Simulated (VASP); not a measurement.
Runs of VASP 6.6.1 on Sr. The structure is that of space group P6_3/mmc (No. 194), or close to it. The cells are those of the table. This isn't the form of Sr at room conditions, which is fcc.

```tsv
cell	gap on the mesh (eV)	pressure (GPa)
a = 4.418, b = 4.418, c = 7.050 Å, angles 90.0, 90.0, 120.0°, 2 atoms	none	(b)
a = 4.202, b = 4.202, c = 7.050 Å, angles 90.0, 90.0, 120.0°, 2 atoms	none	0.8
a = 4.418, b = 4.418, c = 7.226 Å, angles 90.0, 90.0, 120.0°, 2 atoms	none	-0.7
a = 4.202, b = 4.202, c = 7.402 Å, angles 90.0, 90.0, 120.0°, 2 atoms	none	(a)
a = 4.526, b = 4.526, c = 6.874 Å, angles 90.0, 90.0, 120.0°, 2 atoms	none	-0.6
a = 4.310, b = 4.310, c = 7.402 Å, angles 90.0, 90.0, 120.0°, 2 atoms	none	-0.5
a = 4.310, b = 4.310, c = 6.874 Å, angles 90.0, 90.0, 120.0°, 2 atoms	none	0.5
a = 4.202, b = 4.202, c = 7.226 Å, angles 90.0, 90.0, 120.0°, 2 atoms	none	0.4
```

Alike in all rows: task single point; level r2SCAN; potentials or basis VASP PAW PBE potentials, release 64 (Sr_sv); no spin polarisation; k mesh 12 × 12 × 8; cutoff (eV) 520; smearing gaussian 0.15 eV.

Fill in the values left out.

(a) 0.1; (b) -0.4.

Caveats: the PAW data sets were made with another functional, which shifts forces and pressure a little.

A k mesh can miss the band edges, and the runs leave out spin-orbit coupling on Sr.

A gap of «none» marks levels without a gap at the run's occupations.
